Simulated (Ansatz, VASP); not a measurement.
Sc2Al in VASP and in Ansatz

```
Sc Al
1.0
     4.85092    0.00000    0.00000
    -2.42546    4.20102    0.00000
     0.00000    0.00000    6.08545
Sc Al
4 2
Direct
  0.00000 0.00000 0.00000
  0.00000 0.00000 0.50000
  0.33333 0.66667 0.75000
  0.66667 0.33333 0.25000
  0.33333 0.66667 0.25000
  0.66667 0.33333 0.75000
```

Alike in both runs: functional PBEsol; k mesh 12 × 12 × 6; occupations gaussian, width 0.1 eV; no spin polarisation.

Ansatz relaxed the structure, and its values are those at the end. VASP's run is a single point on that final structure, the one shown.

```csv
,VASP,Ansatz
version,VASP 6.6.1,Ansatz 0.2.0
potentials or method,"VASP PAW PBE potentials, release 64 (Sc_sv, Al), cutoff 520 eV","scalar-relativistic, plane waves, PAW"
valence electrons in the cell,50,50
```

```tsv
	VASP	Ansatz	Ansatz less VASP
gap on the k mesh at the Fermi level (eV)	none	none	-
pressure (GPa)	0.1	0.0	-0.10
```

VASP's potentials were made for PBE, not for PBEsol. A gap of «none» marks a metal or a gap that the smearing closes. The functional is the same, so the differences come from potentials, cutoffs and numerics.
